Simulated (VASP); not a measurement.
# SnO2 (P1) in VASP: single point with PBEsol

Aim: the single point of SnO2 with PBEsol.

Program: VASP 6.6.1. These are calculated values, not measurements. Logs are shortened: lines on timing, memory, paths and dates and some standing lists are left out, and cuts for length are marked.

## (1) The cell of the first run

The typed cell holds 24 atoms: a = 8.036 Å, b = 7.296 Å, c = 7.690 Å, α = 64.80°, β = 55.23°, γ = 59.97°.

## (2) Single point, PBEsol

Input file INCAR:

```
PREC     = Accurate       # precision mode
ENCUT    = 520            # plane-wave cutoff, eV
EDIFF    = 1E-6           # SCF threshold, eV
ISMEAR   = -1             # smearing method
SIGMA    = 0.3            # smearing width, eV
LREAL    = Auto         
LASPH    = True           # aspherical terms in the spheres
NELM     = 80             # most SCF steps
ALGO     = Normal         # electronic algorithm
ISIF     = 2              # what is computed and relaxed
LWAVE    = False          # write WAVECAR
LCHARG   = False          # write CHGCAR
GGA      = PS             # functional
NBANDS   = 122            # bands
```

Input file KPOINTS:

```
regular mesh
0
Gamma
  3 3 3
```

Input file POSCAR:

```
SnO2
1.0
    0.0000000000      5.9365520000      5.4164920000
    4.8879970000      0.0000000000      5.4164920000
    4.8879970000      5.9365520000      0.0000000000
Sn O
8 16
Direct
    0.4784089671      0.2788339126      0.1883922334
    0.4937200713      0.7106941511      0.2963850268
    0.0258346091      0.2409801485      0.2861478346
    0.4659639481      0.3349603402      0.6006989902
    0.9254588004      0.8253791958      0.7343598957
    0.1030817679      0.1439046580      0.7979126140
    0.5644646948      0.6515622097      0.8203290373
    0.9346194945      0.7761002850      0.2882620704
    1.0497623011      0.0913268023      0.6102079981
    0.7875171001      0.1714615156      0.1743038357
    0.3506942164      0.2264320860      0.5125004461
    0.3651332311      0.0468308224      0.2406898123
    0.0736101518      0.5347171567      0.1497349819
    0.1660325835      0.3045487448      0.9070313769
    0.7256544636      0.4344690997      0.4199094934
    0.5728274876      0.3543777958      0.7843913155
    0.4190495655      0.5731055046      0.1845668098
    0.2796655722      0.6583954459      0.6340971641
    0.8180473543      0.7948231161      0.0539908255
    0.9080220828      0.5779950663      0.6695097910
    0.6610351949      0.9717005315      0.7795484975
    0.6187365193      0.7981214766      0.4816665429
    0.2461739367      0.8238359517      0.9119057028
    0.0207237065      0.9167834476      0.3934055726
```

Potentials or basis: VASP PAW PBE potentials, release 64 (Sn_d, O).

Run with:

```
cat potpaw_PBE.64/Sn_d/POTCAR potpaw_PBE.64/O/POTCAR > POTCAR
mpirun -np 1 vasp_std > vasp.out
```

OUTCAR:

```text
PREC = Accurate
   ENCUT = 520
   EDIFF = 1E-6
   ISMEAR = -1
   LREAL = Auto
   LASPH = True
   NELM = 80
   ISIF = 2
   GGA = PS

 ion  position               nearest neighbor table
   1  0.478  0.279  0.188-  17 1.94  11 2.02  12 2.10  10 2.15  16 2.61   7 3.00   4 3.31   3 3.40
                             2 3.66
   2  0.494  0.711  0.296-  17 2.01  12 2.08  18 2.14  15 2.25  19 2.39  22 2.55   4 2.76   7 3.55
                             1 3.66   5 3.73
   3  0.026  0.241  0.286-  15 1.97  13 2.07  24 2.16  12 2.24   9 2.34  14 2.37  10 2.81   1 3.40
                             5 3.48   4 3.53   8 3.60
   4  0.466  0.335  0.601-  11 1.96  15 2.04  18 2.10  16 2.10  14 2.24  21 2.56   2 2.76   6 3.16
                             1 3.31   3 3.53
   5  0.925  0.825  0.734-  21 1.73  19 2.04  20 2.15  24 2.15   9 2.22  18 2.24   7 3.35   3 3.48
                             8 3.56   6 3.57   2 3.73
   6  0.103  0.144  0.798-   9 1.94  11 2.06  14 2.06  23 2.06  10 2.54  20 2.76   4 3.16   8 3.53
                             5 3.57   7 3.68
   7  0.564  0.652  0.820-  23 2.02  20 2.16  22 2.22  17 2.26  16 2.26  21 2.66   1 3.00   5 3.35
                             8 3.47   2 3.55   6 3.68
   8  0.935  0.776  0.288-  13 1.94  22 2.04  24 2.06  19 2.39  10 2.47  23 2.55  20 2.59   7 3.47
                             6 3.53   5 3.56   3 3.60
   9  0.050  0.091  0.610-   6 1.94   5 2.22   3 2.34
  10  0.788  0.171  0.174-   1 2.15   8 2.47   6 2.54   3 2.81
  11  0.351  0.226  0.513-   4 1.96   1 2.02   6 2.06
  12  0.365  0.047  0.241-   2 2.08   1 2.10   3 2.24
  13  0.074  0.535  0.150-   8 1.94   3 2.07
  14  0.166  0.305  0.907-   6 2.06   4 2.24   3 2.37
  15  0.726  0.434  0.420-   3 1.97   4 2.04   2 2.25
  16  0.573  0.354  0.784-   4 2.10   7 2.26   1 2.61
  17  0.419  0.573  0.185-   1 1.94   2 2.01   7 2.26
  18  0.280  0.658  0.634-   4 2.10   2 2.14   5 2.24
  19  0.818  0.795  0.054-   5 2.04   8 2.39   2 2.39
  20  0.908  0.578  0.670-   5 2.15   7 2.16   8 2.59   6 2.76
  21  0.661  0.972  0.780-   5 1.73   4 2.56   7 2.66
  22  0.619  0.798  0.482-   8 2.04   7 2.22   2 2.55
  23  0.246  0.824  0.912-   7 2.02   6 2.06   8 2.55
  24  0.021  0.917  0.393-   8 2.06   5 2.15   3 2.16

  LATTYP: Found a face centered orthorhombic cell.
 ALAT       =     9.7759940000
 B/A-ratio  =     1.1081209747
 C/A-ratio  =     1.2145162937

  Lattice vectors:

 A1 = (   0.0000000000,   5.9365520000,  -5.4164920000)
 A2 = (   4.8879970000,   5.9365520000,   0.0000000000)
 A3 = (   4.8879970000,   0.0000000000,  -5.4164920000)

Analysis of symmetry for initial positions (statically):
[... 163 lines left out ...]
   NFREE  =      0    steps in history (QN), initial steepest desc. (CG)
   ISIF   =      2    stress and relaxation
   ISYM   =      2    0-nonsym 1-usesym 2-fastsym
   POTIM  = 0.5000    time-step for ionic-motion
   TEBEG  =    0.0;   TEEND  =   0.0 temperature during run
   PSTRESS=    0.0 pullay stress
   NELECT =     208.0000    total number of electrons
   NUPDOWN=      -1.0000    fix difference up-down
   EMIN   =  10.00;   EMAX   =-10.00  energy-range for DOS
   EFERMI =   0.00;   METHOD = LEGACY
   ISMEAR =    -1;   SIGMA  =   0.30  broadening in eV -4-tet -1-fermi 0-gaus
   EFERMI_NEDOS =   21; number of points for ismear=-14 and -15
   IALGO  =     38    algorithm
   IMIX   =      4    mixing-type and parameters
     AMIX     =   0.40;   BMIX     =  1.00
     AMIX_MAG =   1.60;   BMIX_MAG =  1.00
  volume/ion in A,a.u.               =      13.10        88.39
  Fermi-wavevector in a.u.,A,eV,Ry     =   1.426565  2.695817 27.689042  2.035087
  Thomas-Fermi vector in A             =   2.546828
   LORBIT       =      0    0 simple, 1 ext, 2 COOP (PROOUT), +10 PAW based schemes
   GGA     = PS    functional components
   LHFCALC =     F    Hartree Fock is set to
   AEXX    =    0.0000 exact exchange contribution
   IVDW    =     0    specifies the selected vdW correction
   LEPSILON=     F    determine dielectric tensor
   LRPA    =     F    only Hartree local field effects (RPA)
 non-spin polarized calculation
  energy-cutoff  :      520.00
  volume of cell :      314.35
 maximum number of plane-waves:      8494
   NGX = 29   NGY = 27   NGZ = 29

 number of electron     207.9999994 magnetization

 Free energy of the ion-electron system (eV)
  ---------------------------------------------------
  ext. energy  EPLUGINS =         0.00000000
  ---------------------------------------------------
  free energy    TOTEN  =      -143.64380923 eV

  energy without entropy =     -142.62191726  energy(sigma->0) =     -143.13286324

 E-fermi :   6.1259     XC(G=0): -11.1262

 val. band max:        5.6567199382   @ k =   0.3333   0.3333   0.0000
 cond. band min:       6.2455189278   @ k =   0.3333   0.0000   0.0000
 fundamental gap:      0.5887989896
 Fermi energy:         6.1258995194

 k-point     1 :       0.0000    0.0000    0.0000
  band No.  band energies     occupation
      1     -16.5179      2.00000
      2     -16.3129      2.00000
      3     -16.2082      2.00000
      4     -15.9085      2.00000
      5     -15.8568      2.00000
      6     -15.7696      2.00000
[... 1655 lines left out ...]
    115      10.9586      0.00000
    116      11.3081      0.00000
 [bands above 116 left out]

------------------------ aborting loop because EDIFF is reached ----------------------------------------

  FORCE on cell =-STRESS in cart. coord.  units (eV):
  Direction    XX          YY          ZZ          XY          YZ          ZX
  --------------------------------------------------------------------------------------
  -------------------------------------------------------------------------------------
  Total       -6.9143444     -4.4104537     -4.2902017     -7.8145259     -1.1853194      0.2581850
  in kB      -35.2410049    -22.4791839    -21.8662840    -39.8290465     -6.0413316      1.3159165
  external PRESSURE =     -26.5288243 kB  Pullay stress =       0.0000000 kB

 VOLUME and BASIS-vectors are now :
 -----------------------------------------------------------------------------
  energy-cutoff  :      520.00
  volume of cell :      314.35
      direct lattice vectors                 reciprocal lattice vectors
     0.000000000  5.936552000  5.416492000    -0.102291388  0.084223974  0.092310669
     4.887997000  0.000000000  5.416492000     0.102291388 -0.084223974  0.092310669
     4.887997000  5.936552000  0.000000000     0.102291388  0.084223974 -0.092310669

 POSITION                                       TOTAL-FORCE (eV/Angst)
 -----------------------------------------------------------------------------------
      2.28380      3.95850      4.10160        -4.378939      0.671354     -2.207713
      4.92260      4.69050      6.52370         3.001820      1.008631      4.779496
      2.57660      1.85210      1.44520        -2.551207      0.968248      0.743300
      4.57350      6.33230      4.33820         2.778646      4.806868     -2.469301
      7.62400      9.85360      9.48340        -4.848606      6.637755      3.977571
      4.60360      5.34880      1.33780         1.666347      0.806904     -0.426363
[... 16 lines left out ...]
      8.48430      6.87500      5.79570         1.642206     -0.369530      0.398886
      6.40420      2.45850      5.07800        -0.442129     -0.447269      1.144005
 -----------------------------------------------------------------------------------
    total drift:                               -0.014107      0.011053      0.001749

  FREE ENERGIE OF THE ION-ELECTRON SYSTEM (eV)
  ---------------------------------------------------
  free  energy   TOTEN  =      -143.6438092268 eV

  energy  without entropy=     -142.6219172591  energy(sigma->0) =     -143.13286324
```

OSZICAR:

```text
N       E                     dE             d eps       ncg     rms          rms(c)
DAV:   1     0.385799845713E+04    0.38580E+04   -0.88176E+04  3784   0.264E+03
DAV:   2     0.838192886267E+03   -0.30198E+04   -0.28881E+04  3424   0.859E+02
DAV:   3    -0.534684590063E+02   -0.89166E+03   -0.84751E+03  3770   0.323E+02
DAV:   4    -0.163111006877E+03   -0.10964E+03   -0.10671E+03  4152   0.122E+02
DAV:   5    -0.167238088615E+03   -0.41271E+01   -0.40935E+01  4072   0.245E+01    0.288E+01
DAV:   6    -0.143755181127E+03    0.23483E+02   -0.87635E+01  5368   0.854E+01    0.118E+01
DAV:   7    -0.144136254736E+03   -0.38107E+00   -0.14510E+01  4312   0.150E+01    0.727E+00
DAV:   8    -0.143793317237E+03    0.34294E+00   -0.18094E+00  4752   0.765E+00    0.454E+00
DAV:   9    -0.143680716341E+03    0.11260E+00   -0.92661E-01  4608   0.434E+00    0.152E+00
DAV:  10    -0.143653625510E+03    0.27091E-01   -0.19019E-01  4800   0.246E+00    0.901E-01
DAV:  11    -0.143643157755E+03    0.10468E-01   -0.58425E-02  4608   0.120E+00    0.363E-01
DAV:  12    -0.143643164378E+03   -0.66236E-05   -0.16585E-02  4464   0.540E-01    0.201E-01
DAV:  13    -0.143643721505E+03   -0.55713E-03   -0.36763E-03  4296   0.252E-01    0.121E-01
DAV:  14    -0.143643817119E+03   -0.95614E-04   -0.61434E-04  4584   0.150E-01    0.582E-02
DAV:  15    -0.143643808624E+03    0.84950E-05   -0.13327E-04  4232   0.575E-02    0.341E-02
DAV:  16    -0.143643806817E+03    0.18074E-05   -0.56198E-05  3952   0.293E-02    0.140E-02
DAV:  17    -0.143643808981E+03   -0.21641E-05   -0.11450E-05  3928   0.158E-02    0.423E-03
DAV:  18    -0.143643809227E+03   -0.24613E-06   -0.17205E-06  2192   0.748E-03
   1 F= -.14364381E+03 E0= -.14313286E+03  d E =-.102189E+01
```

stdout:

```text
POSCAR found type information on POSCAR SnO
 POSCAR found :  2 types and      24 ions
 scaLAPACK will be used
 -----------------------------------------------------------------------------
|                                                                             |
|                                                                             |
|     You enforced a specific xc type in the INCAR file but a different       |
|     I HOPE YOU KNOW WHAT YOU ARE DOING!                                     |
|                                                                             |
 -----------------------------------------------------------------------------

 LDA part: xc-table for (Slater+PW92), standard interpolation
 POSCAR, INCAR and KPOINTS ok, starting setup
 FFT: planning ... GRIDC
 FFT: planning ... GRID_SOFT
 FFT: planning ... GRID
 WAVECAR not read
 entering main loop
```

Run time: 12 min. Hardware: 1 thread of Intel Xeon 6975P-C (Granite Rapids), shared host; peak memory 0.64 GiB.

What came out:

```
Free energy            : -143.6438 eV
Pressure               : -2.7 GPa
Largest force          : 10.135 eV/Å
Band gap on the k mesh : zero (filled and empty bands touch)
```

Forces on the atoms (eV/Å):
```
Sn  -4.379  0.671 -2.208
Sn   3.002  1.009  4.779
Sn  -2.551  0.968  0.743
Sn   2.779  4.807 -2.469
Sn  -4.849  6.638  3.978
Sn   1.666  0.807 -0.426
Sn  -2.053 -2.896  1.678
Sn   1.654 -1.465  0.309
O    0.236 -1.297 -1.276
O   -1.472 -1.137 -0.472
O    0.047  0.051  0.471
O    0.126 -1.072  0.360
O   -1.598  3.226 -0.606
O   -0.831  0.261 -1.192
O   -0.659 -2.334 -0.926
O    3.485  2.746  0.475
O    0.415 -0.793  1.782
O   -1.744 -1.572  0.034
O    0.721 -0.705 -1.006
O    0.144  0.045 -1.324
O    4.296 -8.069 -4.376
O    0.365  0.928  0.129
O    1.642 -0.370  0.399
O   -0.442 -0.447  1.144
```

Stress tensor (GPa, compression positive):
```
-3.52 -3.98  0.13
-3.98 -2.25 -0.60
 0.13 -0.60 -2.19
```

Caveat: so wide a smearing shifts energies and pressures; semilocal functionals underestimate gaps, and a narrow one can read as zero; the PAW data sets were made with another functional, which shifts forces and pressure a little; spin-orbit coupling is left out, which moves the levels of the heavy elements.

The gap in the log of VASP goes by the Fermi energy; the results here count the filled bands.